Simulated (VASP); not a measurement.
Write the native input for VASP 6.6.1 that does the following.

- Task: single point
- Functional: r2SCAN
- Potentials or basis: VASP PAW PBE potentials, release 64 (Rh_sv_GW)
- Cutoff: 680 eV
- k mesh: 7 × 7 × 7
- Occupations: fermi-dirac, width 0.1 eV
- Spin: no spin polarisation
- Dipole correction: no
- Further INCAR settings: ALGO = Normal; EDIFF = 1e-06; NBANDS = 14

Rh:

```xyz
1
Lattice="0.0000 1.9008 1.9008 1.9008 0.0000 1.9008 1.9008 1.9008 0.0000" Properties=species:S:1:pos:R:3 pbc="T T T"
Rh    0.0000    0.0000    0.0000
```

The input as run:

POSCAR

```
Rh
1.0
    0.0000000000      1.9008071574      1.9008071574
    1.9008071574      0.0000000000      1.9008071574
    1.9008071574      1.9008071574      0.0000000000
Rh
1
Direct
    0.0000000000      0.0000000000      0.0000000000
```

INCAR.step1

```
ALGO = Normal
EDIFF = 1E-5
ENCUT = 680
GGA = PE
GGA_COMPAT = F
ISMEAR = -1
LASPH = T
LCHARG = F
LREAL = F
LWAVE = T
NBANDS = 14
NELM = 120
PREC = Accurate
SIGMA = 0.1
```

INCAR.step2

```
ALGO = Normal
EDIFF = 1E-6
ENCUT = 680
GGA_COMPAT = F
ISIF = 2
ISMEAR = -1
ISTART = 1
LASPH = T
LCHARG = T
LELF = T
LMIXTAU = T
LREAL = F
LVHAR = T
LWAVE = F
METAGGA = R2SCAN
NBANDS = 14
NELM = 120
PREC = Accurate
SIGMA = 0.1
```

KPOINTS

```
k-points
0
Gamma
  7 7 7
```

Potentials or basis: VASP PAW PBE potentials, release 64 (Rh_sv_GW).

The run is started by

```sh
$ cat potpaw_PBE.64/Rh_sv_GW/POTCAR > POTCAR
$ cp INCAR.step1 INCAR
$ mpirun -np 1 vasp_std > vasp.out
$ cp INCAR.step2 INCAR
$ mpirun -np 1 vasp_std > vasp.out
```

Results of the run:

| Item | Value |
| --- | --- |
| Pressure | -1.1 GPa |
| Band gap on the k mesh | zero (an odd number of electrons rules out a gap without spin polarisation) |

Caveat: the k points lie up to 0.41 Å⁻¹ apart, too coarse for converged energies and pressures of a metal; the PAW data sets were made with another functional, which shifts forces and pressure a little.

It took 28 s on 1 thread of Intel(R) Xeon(R) Platinum 8488C (Sapphire Rapids) (shared host), peak memory 0.15 GiB.
